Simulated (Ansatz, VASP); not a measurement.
**One calculation of BeS, two programs**

INCAR

```
SYSTEM = BeS
ALGO     = Normal         ! electronic algorithm
EDIFF    = 1E-8           ! SCF threshold, eV
ENCUT    = 520            ! plane-wave cutoff, eV
GGA      = PE             ! functional
ISIF     = 2              ! what is computed and relaxed
ISMEAR   = -1             ! smearing method
LASPH    = .TRUE.         ! aspherical terms in the spheres
LCHARG   = .FALSE.        ! write CHGCAR
LEFG     = .TRUE.       
LREAL    = .FALSE.        ! projectors in reciprocal space
LWAVE    = .FALSE.        ! write WAVECAR
NBANDS   = 11             ! bands
NELM     = 80             ! most SCF steps
PREC     = Accurate       ! precision mode
SIGMA    = 0.08           ! smearing width, eV
```

KPOINTS

```
k-points
0
G
  13 13 13
  0 0 0
```

The input POSCAR:

```
BeS
1.0
    0.0000000000      2.3335901292      2.3335901292
    2.3335901292      0.0000000000      2.3335901292
    2.3335901292      2.3335901292      0.0000000000
Be S
1 1
Direct
    0.0000000000      0.0000000000      0.0000000000
    0.5000000000      0.5000000000      0.5000000000
```

Input for Ansatz:

```yaml
crystal:
  lattice:
    - [0.0, 2.3335901292, 2.3335901292]
    - [2.3335901292, 0.0, 2.3335901292]
    - [2.3335901292, 2.3335901292, 0.0]
  atoms:
    - { symbol: Be, position: [0.0, 0.0, 0.0] }
    - { symbol: S, position: [0.5, 0.5, 0.5] }
kpoints:
  mp_grid: { grid: [13, 13, 13] }
scf:
  occupations: { method: fermi_dirac, width: 0.08 }
hamiltonian:
  xc: pbe
  pseudopotentials: { kind: paw }
output:
  forces: true
  stress: true
  eigenvalues: true
  efg: { contact_densities: true }
```

Change from the starting cell: volume scaled by 1.025, PAW files.

Alike in both runs: task electric field gradients; functional PBE; k mesh 13 × 13 × 13; occupations fermi-dirac, width 0.08 eV; no spin polarisation.

|  | VASP | Ansatz |
| --- | --- | --- |
| version | VASP 6.6.1 | Ansatz 0.2.0 |
| potentials or method | VASP PAW PBE potentials, release 64 (Be, S) | PAW with Ansatz's default frozen-core files, scalar-relativistic |
| plane-wave cutoff (eV) | 520 | 420 |
| valence electrons in the cell | 8 | 8 |

```csv
,VASP,Ansatz,Ansatz less VASP
pressure (GPa),-2.6,-2.5,+0.08
```
